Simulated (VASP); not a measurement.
# Tm (Im-3m) in VASP: settings compared

Tm is run at these levels: PBE, r2SCAN; tasks: single point.

Everything below comes from runs of VASP 6.6.1. Logs are shortened: lines on timing, memory, paths and dates and some standing lists are left out, and cuts for length are marked.

## 1. The cell of the first run

Symmetry: Im-3m, No. 229, cubic system. The conventional cell has a = 3.941 Å, b = 3.941 Å, c = 3.941 Å, α = 90.00°, β = 90.00°, γ = 90.00°. Tm (site symmetry m-3m) has 14 Tm at 3.41 to 3.94 Å within 4.5 Å.

## 2. Single point, PBE, non-collinear spin, zero start, spin-orbit coupling

Input file INCAR:

```
PREC = Accurate ; ENCUT = 520
EDIFF = 1E-6 ; ISMEAR = -1
SIGMA = 0.08 ; LREAL = F
LASPH = T ; NELM = 150
ALGO = Normal ; ISIF = 2
LWAVE = F ; LCHARG = F
MAGMOM = 0 0 0 ; LORBIT = 11
LSORBIT = T ; GGA_COMPAT = F
LORBMOM = T ; LMAXMIX = 6
GGA = PE ; NBANDS = 34
```

Input file KPOINTS:

```
regular mesh
0
Gamma
  12 12 12
```

Input file POSCAR:

```
Tm
1.0
   -1.9705499473      1.9705499473      1.9705499473
    1.9705499473     -1.9705499473      1.9705499473
    1.9705499473      1.9705499473     -1.9705499473
Tm
1
Direct
    0.0000000000      0.0000000000      0.0000000000
```

Potentials or basis: VASP PAW PBE potentials, release 64 (Tm).

Run with:

```sh
$ cat potpaw_PBE.64/Tm/POTCAR > POTCAR
$ mpirun -np 1 vasp_ncl > vasp.out
```

OUTCAR:

```text
PREC = Accurate
   ENCUT = 520
   EDIFF = 1E-6
   ISMEAR = -1
   LREAL = F
   LASPH = T
   NELM = 150
   ISIF = 2
   LORBIT = 11
   LSORBIT = T
   GGA = PE

 ion  position               nearest neighbor table
   1  0.000  0.000  0.000-

  LATTYP: Found a body centered cubic cell.
 ALAT       =     3.9410998946

  Lattice vectors:

 A1 = (  -1.9705499473,   1.9705499473,   1.9705499473)
 A2 = (   1.9705499473,  -1.9705499473,   1.9705499473)
 A3 = (   1.9705499473,   1.9705499473,  -1.9705499473)

Analysis of symmetry for initial positions (statically):
=====================================================================
 Subroutine PRICEL returns:
 Original cell was already a primitive cell.

 Routine SETGRP: Setting up the symmetry group for a
 body centered cubic supercell.

 Subroutine GETGRP returns: Found 48 space group operations
 (whereof 48 operations were pure point group operations)
 out of a pool of 48 trial point group operations.

The static configuration has the point symmetry O_h .

Analysis of symmetry for dynamics (positions and initial velocities):
=====================================================================
 Subroutine PRICEL returns:
 Original cell was already a primitive cell.

 Routine SETGRP: Setting up the symmetry group for a
 body centered cubic supercell.

 Subroutine GETGRP returns: Found 48 space group operations
 (whereof 48 operations were pure point group operations)
 out of a pool of 48 trial point group operations.

The dynamic configuration has the point symmetry O_h .

Analysis of structural, dynamic, and magnetic symmetry:
=====================================================================
 Subroutine PRICEL returns:
 Original cell was already a primitive cell.

 Routine SETGRP: Setting up the symmetry group for a
 body centered cubic supercell.

 Subroutine GETGRP returns: Found 48 space group operations
 (whereof 48 operations were pure point group operations)
 out of a pool of 48 trial point group operations.

The overall configuration has the point symmetry O_h .

 Subroutine INISYM returns: Found 48 space group operations
 (whereof 48 operations are pure point group operations),
 and found     1 'primitive' translations

----------------------------------------------------------------------------------------

                                     Primitive cell

  volume of cell :      30.6071

  direct lattice vectors                    reciprocal lattice vectors
[... 146 lines left out ...]
      2     -47.9066      1.00000
      3     -24.6885      1.00000
      4     -24.6885      1.00000
      5     -19.2204      1.00000
      6     -19.2204      1.00000
[... 877 lines left out ...]
     33      10.6357      0.00000
     34      10.7080      0.00000

 [... further k-points ...]
[... 5 lines left out ...]
  --------------------------------------------------------------------------------------
  -------------------------------------------------------------------------------------
  Total        0.4738731      0.4738731      0.4738731     -0.0000000      0.0000000     -0.0000000
  in kB       24.8056302     24.8056302     24.8056302     -0.0000000      0.0000000     -0.0000000
  external PRESSURE =      24.8056302 kB  Pullay stress =       0.0000000 kB

 VOLUME and BASIS-vectors are now :
 -----------------------------------------------------------------------------
  energy-cutoff  :      520.00
  volume of cell :       30.61
      direct lattice vectors                 reciprocal lattice vectors
    -1.970549947  1.970549947  1.970549947     0.000000000  0.253736273  0.253736273
     1.970549947 -1.970549947  1.970549947     0.253736273  0.000000000  0.253736273
     1.970549947  1.970549947 -1.970549947     0.253736273  0.253736273  0.000000000

 POSITION                                       TOTAL-FORCE (eV/Angst)
 -----------------------------------------------------------------------------------
      0.00000      0.00000      0.00000        -0.000000      0.000000     -0.000000
 -----------------------------------------------------------------------------------
    total drift:                               -0.000000     -0.000000     -0.000000

  FREE ENERGIE OF THE ION-ELECTRON SYSTEM (eV)
  ---------------------------------------------------
  free  energy   TOTEN  =        -5.1919822997 eV

  energy  without entropy=       -4.9504091576  energy(sigma->0) =       -5.07119573

 orbital moment (x)

 # of ion     p       d       f       tot
 ------------------------------------------------
  1         0.000   0.000   0.000   0.000
 ------------------------------------------------
            0.000   0.000   0.000   0.000

 orbital moment (y)

 # of ion     p       d       f       tot
 ------------------------------------------------
  1         0.000  -0.000  -0.000  -0.000
 ------------------------------------------------
            0.000  -0.000  -0.000  -0.000

 orbital moment (z)

 # of ion     p       d       f       tot
 ------------------------------------------------
  1         0.000   0.000  -0.000  -0.000
 ------------------------------------------------
            0.000   0.000  -0.000  -0.000

 Spin-Orbit-Coupling matrix elements

 Ion:    1  E_soc:     -2.2140269
 l=   1
     0.0000000    -0.2429324    -0.2429324
    -0.2429324     0.0000000    -0.2429324
    -0.2429324    -0.2429324     0.0000000
 l=   2
     0.0000000    -0.0000216     0.0000000    -0.0000216    -0.0013226
    -0.0000216     0.0000000    -0.0009919    -0.0000216    -0.0003306
     0.0000000    -0.0009919     0.0000000    -0.0009919     0.0000000
    -0.0000216    -0.0000216    -0.0009919     0.0000000    -0.0003306
    -0.0013226    -0.0003306     0.0000000    -0.0003306     0.0000000
 l=   3
     0.0000000    -0.0128146     0.0000000     0.0000000     0.0000000    -0.0131438    -0.0821111
    -0.0128146     0.0000000    -0.0213576     0.0000000    -0.0213576    -0.0341722    -0.0128146
     0.0000000    -0.0213576     0.0000000    -0.0546761    -0.0084447    -0.0227360     0.0000000
     0.0000000     0.0000000    -0.0546761     0.0000000    -0.0546761     0.0000000     0.0000000
     0.0000000    -0.0213576    -0.0084447    -0.0546761     0.0000000    -0.0227360     0.0000000
    -0.0131438    -0.0341722    -0.0227360     0.0000000    -0.0227360     0.0000000    -0.0131438
    -0.0821111    -0.0128146     0.0000000     0.0000000     0.0000000    -0.0131438     0.0000000

 total charge

# of ion       s       p       d       f       tot
--------------------------------------------------
    1        2.217   6.056   0.394  12.516  21.182

 magnetization (x)

# of ion       s       p       d       f       tot
--------------------------------------------------
    1       -0.000   0.000   0.000   0.000   0.000

 magnetization (y)

# of ion       s       p       d       f       tot
--------------------------------------------------
    1        0.000  -0.000   0.000   0.000   0.000

 magnetization (z)

# of ion       s       p       d       f       tot
--------------------------------------------------
    1        0.000   0.000   0.000   0.000   0.000
```

stdout:

```text
POSCAR found type information on POSCAR Tm
 POSCAR found :  1 types and       1 ions
 scaLAPACK will be used
 LDA part: xc-table for (Slater+PW92), standard interpolation
 POSCAR, INCAR and KPOINTS ok, starting setup
 FFT: planning ... GRIDC
 FFT: planning ... GRID_SOFT
 FFT: planning ... GRID
 WAVECAR not read
 entering main loop
```

Run time: 8 min. Hardware: 1 thread of Intel Xeon Platinum 8259CL at 2.50GHz (Skylake/Cascade Lake), shared host; peak memory 0.33 GiB.

Results:

* Free energy: -5.1920 eV
* Pressure: 2.5 GPa
* Net moment: 0.00 μB per cell
* Valence electrons inside the program's atomic spheres: Tm 21.18

Moments on the atoms (μB; x, y, z):
```
Tm  0.00 0.00 0.00
```

Caveat: the magnetic or orbital state may not be the lowest. The state reached can hang on the start; a lower one may exist.

## 3. Single point, r2SCAN

POSCAR is that of step 2.

Input file INCAR.step1:

```
ALGO = Normal ; EDIFF = 1E-4
ENCUT = 520 ; GGA = PE
ISMEAR = -1 ; LASPH = True
LCHARG = False ; LREAL = False
LWAVE = True ; NBANDS = 18
NELM = 100 ; PREC = Accurate
SIGMA = 0.08
```

Input file INCAR.step2:

```
ALGO = Normal ; EDIFF = 1E-6
ENCUT = 520 ; ISIF = 2
ISMEAR = -1 ; ISTART = 1
LASPH = True ; LCHARG = True
LELF = True ; LMIXTAU = True
LREAL = False ; LVHAR = True
LWAVE = False ; METAGGA = R2SCAN
NBANDS = 18 ; NELM = 100
PREC = Accurate ; SIGMA = 0.08
```

Input file KPOINTS:

```
k-points
0
Gamma
  12 12 12
```

Potentials or basis: VASP PAW PBE potentials, release 64 (Tm).

Run with:

```sh
$ cat potpaw_PBE.64/Tm/POTCAR > POTCAR
$ cp INCAR.step1 INCAR
$ mpirun -np 1 vasp_std > vasp.out
$ cp INCAR.step2 INCAR
$ mpirun -np 1 vasp_std > vasp.out
```

OUTCAR:

```text
EDIFF = 1E-6
   ENCUT = 520
   ISIF = 2
   ISMEAR = -1
   ISTART = 1
   LASPH = True
   LREAL = False
   METAGGA = R2SCAN
   NELM = 100
   PREC = Accurate

 ion  position               nearest neighbor table
   1  0.000  0.000  0.000-

  LATTYP: Found a body centered cubic cell.
 ALAT       =     3.9410998946

  Lattice vectors:

 A1 = (  -1.9705499473,   1.9705499473,   1.9705499473)
 A2 = (   1.9705499473,  -1.9705499473,   1.9705499473)
 A3 = (   1.9705499473,   1.9705499473,  -1.9705499473)

Analysis of symmetry for initial positions (statically):
=====================================================================
 Subroutine PRICEL returns:
 Original cell was already a primitive cell.

 Routine SETGRP: Setting up the symmetry group for a
 body centered cubic supercell.

 Subroutine GETGRP returns: Found 48 space group operations
 (whereof 48 operations were pure point group operations)
 out of a pool of 48 trial point group operations.

[... 146 lines left out ...]
 maximum number of plane-waves:       856
 NGX is ok and might be reduce to    28
   NGX = 13   NGY = 13   NGZ = 13

 number of electron      22.9999992 magnetization

 Free energy of the ion-electron system (eV)
  ---------------------------------------------------
  ext. energy  EPLUGINS =         0.00000000
  ---------------------------------------------------
  free energy    TOTEN  =       -34.49625586 eV

  energy without entropy =      -34.28922153  energy(sigma->0) =      -34.39273870

 E-fermi :   2.0912     XC(G=0): -10.9084

 val. band max:        2.0741894079   @ k =   0.5000   0.5000   0.4167
 cond. band min:       2.1033075553   @ k =  -0.4167   0.5000   0.2500
 fundamental gap:      0.0291181474
 Fermi energy:         2.0911608256

 k-point     1 :       0.0000    0.0000    0.0000
  band No.  band energies     occupation
      1     -49.3780      2.00000
      2     -21.8275      2.00000
      3     -21.8275      2.00000
      4     -21.8274      2.00000
      5      -3.3058      2.00000
      6       1.5746      1.99686
[... 481 lines left out ...]
      5       0.7849      2.00000
      6       1.4552      1.99929
[... 10 lines left out ...]
     17      11.2528      0.00000
     18      11.2838      0.00000

 [... further k-points ...]
[... 5 lines left out ...]
  --------------------------------------------------------------------------------------
  -------------------------------------------------------------------------------------
  Total        0.3275898      0.3275898      0.3275898     -0.0000000     -0.0000000      0.0000000
  in kB       17.1482058     17.1482058     17.1482058     -0.0000000     -0.0000000      0.0000000
  external PRESSURE =      17.1482058 kB  Pullay stress =       0.0000000 kB

 VOLUME and BASIS-vectors are now :
 -----------------------------------------------------------------------------
  energy-cutoff  :      520.00
  volume of cell :       30.61
      direct lattice vectors                 reciprocal lattice vectors
    -1.970549947  1.970549947  1.970549947     0.000000000  0.253736273  0.253736273
     1.970549947 -1.970549947  1.970549947     0.253736273  0.000000000  0.253736273
     1.970549947  1.970549947 -1.970549947     0.253736273  0.253736273  0.000000000

 POSITION                                       TOTAL-FORCE (eV/Angst)
 -----------------------------------------------------------------------------------
      0.00000      0.00000      0.00000         0.000000      0.000000     -0.000000
 -----------------------------------------------------------------------------------
    total drift:                               -0.000000     -0.000000     -0.000000

  FREE ENERGIE OF THE ION-ELECTRON SYSTEM (eV)
  ---------------------------------------------------
  free  energy   TOTEN  =       -34.4962558565 eV

  energy  without entropy=      -34.2892215345  energy(sigma->0) =      -34.39273870
```

OUTCAR.step1:

```text
EDIFF = 1E-4
   ENCUT = 520
   GGA = PE
   ISMEAR = -1
   LASPH = True
[... 719 lines left out ...]

 POSITION                                       TOTAL-FORCE (eV/Angst)
 -----------------------------------------------------------------------------------
      0.00000      0.00000      0.00000         0.000000     -0.000000     -0.000000
 -----------------------------------------------------------------------------------
    total drift:                               -0.000000     -0.000000     -0.000000

  FREE ENERGIE OF THE ION-ELECTRON SYSTEM (eV)
  ---------------------------------------------------
  free  energy   TOTEN  =        -3.8770761325 eV

  energy  without entropy=       -3.6167139708  energy(sigma->0) =       -3.74689505
```

OSZICAR.step1:

```text
N       E                     dE             d eps       ncg     rms          rms(c)
DAV:   1     0.116663107558E+03    0.11666E+03   -0.80308E+03  3224   0.794E+03
DAV:   2     0.134301610029E+02   -0.10323E+03   -0.98747E+02  3298   0.516E+02
DAV:   3    -0.134614157471E+01   -0.14776E+02   -0.14466E+02  3768   0.125E+02
DAV:   4    -0.377727989860E+01   -0.24311E+01   -0.24036E+01  5016   0.391E+01
[... 12 lines left out ...]
DAV:  64    -0.387711849357E+01    0.18012E-04   -0.11860E-03  1336   0.151E+00    0.159E-03
DAV:  65    -0.387711163821E+01    0.68554E-05   -0.12363E-03  1320   0.155E+00    0.518E-02
DAV:  66    -0.387709601450E+01    0.15624E-04   -0.10448E-03  1320   0.142E+00    0.170E-03
DAV:  67    -0.387708968327E+01    0.63312E-05   -0.10868E-03  1320   0.146E+00    0.494E-02
DAV:  68    -0.387707613254E+01    0.13551E-04   -0.92117E-04  1320   0.134E+00
   1 F= -.38770761E+01 E0= -.37468951E+01  d E =-.260362E+00
```

It took 8.5 min on 1 thread of Intel Xeon Platinum 8259CL at 2.50GHz (Skylake/Cascade Lake), shared host; peak memory 0.2 GiB.

What came out:

```
Free energy : -34.4963 eV
Pressure    : 1.7 GPa
```

Levels at points of the mesh, in eV from the Fermi level:
```tsv
k point	band 8	band 9	band 10	band 11	band 12	band 13	band 14	band 15	band 16	band 17
(0.00, 0.00, 0.00)	-0.35	-0.35	-0.25	-0.25	-0.25	3.44	3.44	3.44	5.59	5.59
(0.50, 0.00, 0.00)	-0.45	-0.36	-0.16	-0.15	-0.09	1.27	1.44	5.53	6.56	8.79
(0.50, 0.50, 0.50)	-0.47	-0.47	-0.47	-0.04	-0.04	-0.04	6.89	6.89	6.89	8.03
```

Caveat: the PAW data sets were made with another functional, which shifts forces and pressure a little; spin-orbit coupling is left out, which moves the levels of the heavy elements. Spin polarisation is off, so any magnetic state and its effect on volume and gap are missing.
